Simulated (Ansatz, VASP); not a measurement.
# Two plane-wave programs on HfO2

The input POSCAR:

```
HfO2
1.0
    0.0000000000     -2.5291609878     -2.5291609878
   -2.5291609878      0.0000000000     -2.5291609878
    2.5291609878      2.5291609878     -5.0583219756
Hf O
2 4
Direct
    0.5080708381      0.5080708381      0.4999999591
   -0.0080708381     -0.0080708381      0.0000000409
    0.1259814779      0.1259814779      0.6250000020
    0.6240185221      0.6240185221      0.1249999980
    0.3740185221      0.3740185221      0.8749999980
    0.8759814779      0.8759814779      0.3750000020
```

Contents of INCAR.step1:

```
SYSTEM = HfO2
ALGO = Normal
EDIFF = 1E-4
ENCUT = 520
GGA = PE
ISMEAR = 0
LASPH = .TRUE.
LCHARG = .FALSE.
LREAL = .FALSE.
LWAVE = .TRUE.
NBANDS = 31
NELM = 100
PREC = Accurate
SIGMA = 0.05
```

The input INCAR.step2:

```
SYSTEM = HfO2
ALGO = Normal
EDIFF = 1E-6
ENCUT = 520
ISIF = 2
ISMEAR = 0
ISTART = 1
LASPH = .TRUE.
LCHARG = .TRUE.
LELF = .TRUE.
LMIXTAU = .TRUE.
LREAL = .FALSE.
LVHAR = .TRUE.
LWAVE = .FALSE.
METAGGA = R2SCAN
NBANDS = 31
NELM = 100
PREC = Accurate
SIGMA = 0.05
```

KPOINTS

```
k-points
0
G
  6 6 8
  0 0 0
```

Input for Ansatz:

```yaml
crystal:
  lattice:
    - [0.0, -2.5291609878, -2.5291609878]
    - [-2.5291609878, 0.0, -2.5291609878]
    - [2.5291609878, 2.5291609878, -5.0583219756]
  atoms:
    - { symbol: Hf, position: [0.5080708381, 0.5080708381, 0.4999999591] }
    - { symbol: Hf, position: [-0.0080708381, -0.0080708381, 4.09e-08] }
    - { symbol: O, position: [0.1259814779, 0.1259814779, 0.625000002] }
    - { symbol: O, position: [0.6240185221, 0.6240185221, 0.124999998] }
    - { symbol: O, position: [0.3740185221, 0.3740185221, 0.874999998] }
    - { symbol: O, position: [0.8759814779, 0.8759814779, 0.375000002] }
basis:
  ecutwfc: 500
kpoints:
  mp_grid: { grid: [6, 6, 8] }
hamiltonian:
  xc: r2scan
scf:
  occupations: { method: gaussian, width: 0.05 }
output:
  forces: true
  stress: true
  eigenvalues: true
```

Change from the starting cell: mode 4 (90.2 1/cm) frozen in, largest displacement +0.050 Å.

Alike in both runs: task single point; functional r2SCAN; k mesh 6 × 6 × 8; occupations gaussian, width 0.05 eV; no spin polarisation.

|  | VASP | Ansatz |
| --- | --- | --- |
| version | VASP 6.6.1 | Ansatz 0.2.0 |
| potentials or method | VASP PAW PBE potentials, release 64 (Hf_pv, O), cutoff 520 eV | scalar-relativistic, plane waves, PAW |
| valence electrons in the cell | 44 | 76 |

Ansatz gave:

| Quantity | Value |
| --- | --- |
| gap on the k mesh at the Fermi level (eV) | 4.32 |
| least direct gap on the mesh (eV) | 4.32 |
| pressure (GPa) | 0.2 |
| traceless stress, the component that is largest in VASP (GPa) | 0.13 |
| rms of the force components (eV/Å) | 0.091 |

Q: Which values does VASP return?

A: gap on the k mesh at the Fermi level (eV): 4.33; least direct gap on the mesh (eV): 4.33; pressure (GPa): -3.7; traceless stress, the component that is largest in VASP (GPa): 0.13; rms of the force components (eV/Å): 0.085.

VASP's potentials were made for PBE, not for r2SCAN. Atom by atom the forces differ by 0.011 eV/Å (rms over components). One of these differences is far larger than is usual between the two programs; its cause wasn't traced. With one functional, cell and mesh, what is left measures potentials, basis and numerics. VASP's potentials hold 44 valence electrons a cell and Ansatz's 76, so a difference there can come from the potentials and not from the codes.

Neither program's run includes spin-orbit coupling.
